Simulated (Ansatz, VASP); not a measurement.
**Zr: VASP beside Ansatz**

```
Zr
1.0
     4.91800    0.00000    0.00000
    -2.45900    4.25911    0.00000
     0.00000    0.00000    4.81078
Zr
4
Direct
  0.00000 0.00000 0.25000
  0.00000 0.00000 0.75000
  0.33333 0.66667 0.75000
  0.66667 0.33333 0.25000
```

Alike in both runs: functional PBEsol; k mesh 12 × 12 × 10; occupations gaussian, width 0.1 eV; no spin polarisation.

Ansatz relaxed the structure, and its values are those at the end. VASP's run is a single point on that final structure, the one shown.

|  | VASP | Ansatz |
| --- | --- | --- |
| version | VASP 6.6.1 | Ansatz 0.2.0 |
| potentials or method | VASP PAW PBE potentials, release 64 (Zr_sv), cutoff 520 eV | scalar-relativistic, plane waves, PAW |
| valence electrons in the cell | 48 | 48 |

```tsv
	VASP	Ansatz	Ansatz less VASP
gap on the k mesh at the Fermi level (eV)	none	none	-
pressure (GPa)	0.2	0.0	-0.18
```

VASP's potentials were made for PBE, not for PBEsol. A gap of «none» marks a metal or a gap that the smearing closes.
